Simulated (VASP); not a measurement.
# Cr (Fd-3m) in VASP: single point with PBEsol

Aim: the single point of Cr with PBEsol.

Everything below comes from runs of VASP 6.6.1. Logs are shortened: lines on timing, memory, paths and dates and some standing lists are left out, and cuts for length are marked.

### Step 1. The cell of the first run

The structure is cubic, space group Fd-3m (No. 227). The conventional cell has a = 4.800 Å, b = 4.800 Å, c = 4.800 Å, α = 90.00°, β = 90.00°, γ = 90.00°. Within 2.8 Å of Cr (site symmetry -43m) lie 4 Cr at 2.08 Å.

### Step 2. Single point, PBEsol, collinear spin, antiferromagnetic start (volume scaled by 0.88)

INCAR reads:

```
ALGO = Normal
EDIFF = 1E-6
ENCUT = 520
GGA = PS
ISIF = 2
ISMEAR = -1
ISPIN = 2
LASPH = True
LCHARG = False
LMAXMIX = 4
LORBIT = 11
LREAL = False
LWAVE = False
MAGMOM = -1.748 1.748
NBANDS = 23
NELM = 150
PREC = Accurate
SIGMA = 0.05
```

KPOINTS reads:

```
k-points
0
Gamma
  12 12 12
```

POSCAR reads:

```
Cr
1.0
    0.0000000000      2.3997525983      2.3997525983
    2.3997525983      0.0000000000      2.3997525983
    2.3997525983      2.3997525983      0.0000000000
Cr
2
Direct
    0.1250000000      0.1250000000      0.1250000000
    0.8750000000      0.8750000000      0.8750000000
```

Potentials or basis: VASP PAW PBE potentials, release 64 (Cr_pv).

Run with:

```
$ cat potpaw_PBE.64/Cr_pv/POTCAR > POTCAR
$ mpirun -np 1 vasp_std > vasp.out
```

OUTCAR:

```text
EDIFF = 1E-6
   ENCUT = 520
   GGA = PS
   ISIF = 2
   ISMEAR = -1
   ISPIN = 2
   LASPH = True
   LORBIT = 11
   LREAL = False
   NELM = 150
   PREC = Accurate

 ion  position               nearest neighbor table
   1  0.125  0.125  0.125-   2 2.08   2 2.08   2 2.08   2 2.08
   2  0.875  0.875  0.875-   1 2.08   1 2.08   1 2.08   1 2.08

  LATTYP: Found a face centered cubic cell.
 ALAT       =     4.7995051966

  Lattice vectors:

 A1 = (   0.0000000000,   2.3997525983,   2.3997525983)
 A2 = (   2.3997525983,   0.0000000000,   2.3997525983)
 A3 = (   2.3997525983,   2.3997525983,   0.0000000000)

Analysis of symmetry for initial positions (statically):
=====================================================================
 Subroutine PRICEL returns:
 Original cell was already a primitive cell.

 Routine SETGRP: Setting up the symmetry group for a
 face centered cubic supercell.

 Subroutine GETGRP returns: Found 48 space group operations
 (whereof 12 operations were pure point group operations)
 out of a pool of 48 trial point group operations.

The static configuration has the point symmetry D_3d.
 The point group associated with its full space group is O_h .

Analysis of symmetry for dynamics (positions and initial velocities):
=====================================================================
 Subroutine PRICEL returns:
 Original cell was already a primitive cell.

 Routine SETGRP: Setting up the symmetry group for a
 face centered cubic supercell.

 Subroutine GETGRP returns: Found 48 space group operations
 (whereof 12 operations were pure point group operations)
 out of a pool of 48 trial point group operations.

The dynamic configuration has the point symmetry D_3d.
 The point group associated with its full space group is O_h .

Analysis of structural, dynamic, and magnetic symmetry:
=====================================================================
 Subroutine PRICEL returns:
 Original cell was already a primitive cell.

 Routine SETGRP: Setting up the symmetry group for a
 face centered cubic supercell.

 Subroutine GETGRP returns: Found 48 space group operations
 (whereof 12 operations were pure point group operations)
 out of a pool of 48 trial point group operations.

The overall configuration has the point symmetry D_3d.
 The point group associated with its full space group is O_h .

 Subroutine INISYM returns: Found 48 space group operations
 (whereof 12 operations are pure point group operations),
 and found     1 'primitive' translations

[... 110 lines left out ...]
   EFERMI_NEDOS =   21; number of points for ismear=-14 and -15
   IALGO  =     38    algorithm
   IMIX   =      4    mixing-type and parameters
     AMIX     =   0.40;   BMIX     =  1.00
     AMIX_MAG =   1.60;   BMIX_MAG =  1.00
  volume/ion in A,a.u.               =      13.82        93.26
  Fermi-wavevector in a.u.,A,eV,Ry     =   1.561836  2.951442 33.189125  2.439332
  Thomas-Fermi vector in A             =   2.664843
   LORBIT       =     11    0 simple, 1 ext, 2 COOP (PROOUT), +10 PAW based schemes
   GGA     = PS    functional components
   LHFCALC =     F    Hartree Fock is set to
   AEXX    =    0.0000 exact exchange contribution
   IVDW    =     0    specifies the selected vdW correction
   LEPSILON=     F    determine dielectric tensor
   LRPA    =     F    only Hartree local field effects (RPA)
 spin polarized calculation
  energy-cutoff  :      520.00
  volume of cell :       27.64
 maximum number of plane-waves:       757
 NGX is ok and might be reduce to    28
   NGX = 13   NGY = 13   NGZ = 13

 number of electron      24.0000015 magnetization       0.0000000

 number of electron      24.0000015 magnetization      -0.0000000

 Free energy of the ion-electron system (eV)
  ---------------------------------------------------
  ext. energy  EPLUGINS =         0.00000000
  ---------------------------------------------------
  free energy    TOTEN  =       -15.78263387 eV

  energy without entropy =      -15.76688682  energy(sigma->0) =      -15.77476034

 E-fermi :   8.2999     XC(G=0): -12.3985

 val. band max:        8.2897561761   @ k =  -0.4167   0.5000   0.0833
 cond. band min:       8.3207251303   @ k =  -0.3333   0.4167   0.1667
 fundamental gap:      0.0309689542
 Fermi energy:         8.2998802493

 spin component 1

 k-point     1 :       0.0000    0.0000    0.0000
  band No.  band energies     occupation
      1     -34.7474      1.00000
      2     -34.7474      1.00000
      3     -34.7474      1.00000
      4     -32.8927      1.00000
      5     -32.8927      1.00000
      6     -32.8927      1.00000
[... 613 lines left out ...]
     22      19.5781      0.00000
     23      21.1880      0.00000

 [... further k-points ...]

 spin component 2

 k-point     1 :       0.0000    0.0000    0.0000
  band No.  band energies     occupation
      1     -34.7474      1.00000
      2     -34.7474      1.00000
      3     -34.7474      1.00000
      4     -32.8927      1.00000
      5     -32.8927      1.00000
      6     -32.8927      1.00000
[... 613 lines left out ...]
     22      19.5781      0.00000
     23      21.1880      0.00000

 [... further k-points ...]
[... 5 lines left out ...]
  --------------------------------------------------------------------------------------
  -------------------------------------------------------------------------------------
  Total        4.2129168      4.2129168      4.2129168      0.0000000      0.0000000     -0.0000000
  in kB      244.2103448    244.2103448    244.2103448      0.0000000      0.0000000     -0.0000000
  external PRESSURE =     244.2103448 kB  Pullay stress =       0.0000000 kB

 VOLUME and BASIS-vectors are now :
 -----------------------------------------------------------------------------
  energy-cutoff  :      520.00
  volume of cell :       27.64
      direct lattice vectors                 reciprocal lattice vectors
     0.000000000  2.399752598  2.399752598    -0.208354811  0.208354811  0.208354811
     2.399752598  0.000000000  2.399752598     0.208354811 -0.208354811  0.208354811
     2.399752598  2.399752598  0.000000000     0.208354811  0.208354811 -0.208354811

 POSITION                                       TOTAL-FORCE (eV/Angst)
 -----------------------------------------------------------------------------------
      0.59994      0.59994      0.59994         0.000000      0.000000     -0.000000
      4.19957      4.19957      4.19957        -0.000000     -0.000000      0.000000
 -----------------------------------------------------------------------------------
    total drift:                                0.000000     -0.000000     -0.000000

  FREE ENERGIE OF THE ION-ELECTRON SYSTEM (eV)
  ---------------------------------------------------
  free  energy   TOTEN  =       -15.7826338684 eV

  energy  without entropy=      -15.7668868172  energy(sigma->0) =      -15.77476034

 total charge

# of ion       s       p       d       tot
------------------------------------------
    1        0.483   6.229   4.727  11.439
    2        0.483   6.229   4.727  11.439
--------------------------------------------------
tot          0.967  12.458   9.454  22.879

 magnetization (x)

# of ion       s       p       d       tot
------------------------------------------
    1        0.010   0.046  -1.407  -1.351
    2       -0.010  -0.046   1.407   1.351
--------------------------------------------------
tot          0.000   0.000   0.000   0.000
```

OSZICAR:

```text
N       E                     dE             d eps       ncg     rms          rms(c)
DAV:   1     0.254881372433E+03    0.25488E+03   -0.13940E+04  6624   0.127E+03
DAV:   2    -0.783983725360E+01   -0.26272E+03   -0.25259E+03  6806   0.379E+02
DAV:   3    -0.163061879895E+02   -0.84664E+01   -0.84083E+01  8444   0.819E+01
DAV:   4    -0.163835891419E+02   -0.77401E-01   -0.77301E-01  6965   0.790E+00
DAV:   5    -0.163847135579E+02   -0.11244E-02   -0.11244E-02  6897   0.899E-01    0.145E+01
DAV:   6    -0.157731146604E+02    0.61160E+00   -0.28194E+00  7282   0.177E+01    0.496E+00
DAV:   7    -0.157843957397E+02   -0.11281E-01   -0.88138E-02  6960   0.401E+00    0.340E+00
DAV:   8    -0.157846958236E+02   -0.30008E-03   -0.74353E-03  7352   0.869E-01    0.154E+00
DAV:   9    -0.157818824109E+02    0.28134E-02   -0.95308E-03  6974   0.527E-01    0.243E-01
DAV:  10    -0.157822827490E+02   -0.40034E-03   -0.52920E-04  7359   0.221E-01    0.118E-01
DAV:  11    -0.157825165462E+02   -0.23380E-03   -0.24496E-03  8593   0.299E-01    0.893E-02
DAV:  12    -0.157826171834E+02   -0.10064E-03   -0.35129E-03  7183   0.387E-01    0.393E-02
DAV:  13    -0.157826315298E+02   -0.14346E-04   -0.11142E-04  6834   0.100E-01    0.207E-02
DAV:  14    -0.157826331126E+02   -0.15828E-05   -0.37315E-05  7156   0.543E-02    0.862E-03
DAV:  15    -0.157826338684E+02   -0.75583E-06   -0.53884E-06  5230   0.225E-02
   1 F= -.15782634E+02 E0= -.15774760E+02  d E =-.157471E-01  mag=     0.0000
```

stdout:

```text
POSCAR found type information on POSCAR Cr
 POSCAR found :  1 types and       2 ions
 scaLAPACK will be used
 -----------------------------------------------------------------------------
|                                                                             |
|                                                                             |
|     You enforced a specific xc type in the INCAR file but a different       |
|     I HOPE YOU KNOW WHAT YOU ARE DOING!                                     |
|                                                                             |
 -----------------------------------------------------------------------------

 LDA part: xc-table for (Slater+PW92), standard interpolation
 POSCAR, INCAR and KPOINTS ok, starting setup
 FFT: planning ... GRIDC
 FFT: planning ... GRID_SOFT
 FFT: planning ... GRID
 WAVECAR not read
 entering main loop
```

It took 77 s on 1 thread of Intel Xeon Platinum 8488C (Sapphire Rapids), shared host; peak memory 0.21 GiB.

What came out:

- Free energy: -15.7826 eV
- Pressure: 24.4 GPa
- Band gap on the k mesh: zero (filled and empty bands overlap)
- Net moment: 0.00 μB per cell
- Site moments: Cr -1.35, +1.35 μB
- Valence electrons inside the program's atomic spheres: Cr 11.44

Caveat: the PAW data sets were made with another functional, which shifts forces and pressure a little.
